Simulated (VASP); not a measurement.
Set up this calculation in VASP 6.6.1, as the native input.

```yaml
Task: single point
Functional: PBEsol
Potentials_or_basis: VASP PAW PBE potentials, release 64 (H)
Cutoff: 500 eV
k_mesh: 8 × 8 × 8
Occupations: gaussian, width 0.05 eV
Spin: no spin polarisation
Dipole_correction: no
Further_INCAR_settings: ALGO = Normal; EDIFF = 1e-06; NBANDS = 8
```

The structure of H lies in POSCAR:

```
H
1.0
   -1.8641419760      1.8641419760      2.2855640979
    1.8641419760     -1.8641419760      2.2855640979
    1.8455932996      1.8455932996     -2.2855640979
H
2
Direct
    0.9178910720      0.9178910720      0.0000000000
    0.0821089280      0.0821089280      0.0000000000
```

The input as run:

INCAR

```
  ALGO = Normal
  EDIFF = 1E-6
  ENCUT = 500
  GGA = PS
  GGA_COMPAT = F
  ISIF = 2
  ISMEAR = 0
  LASPH = T
  LCHARG = F
  LREAL = F
  LWAVE = F
  NBANDS = 8
  NELM = 120
  PREC = Accurate
  SIGMA = 0.05
```

KPOINTS

```
k-points
0
Gamma
  8 8 8
```

Potentials or basis: VASP PAW PBE potentials, release 64 (H).

The run is started by

```sh
$ cat potpaw_PBE.64/H/POTCAR > POTCAR
$ mpirun -np 1 vasp_std > vasp.out
```

Results of the run:

| Quantity | Value |
| --- | --- |
| Pressure | 0.2 GPa |
| Largest force | 0.293 eV/Å |
| Band gap on the k mesh | 9.19 eV (least direct gap 9.67 eV) |

Caveat: this functional lacks dispersion, which holds the molecules together, so the pressure and a relaxed volume are unreliable; the PAW data sets were made with another functional, which shifts forces and pressure a little.

Wall time 43 s on 1 thread of AMD EPYC 7R43 64-Core Processor (Zen 3), with other jobs on the host, peak memory 0.1 GiB.
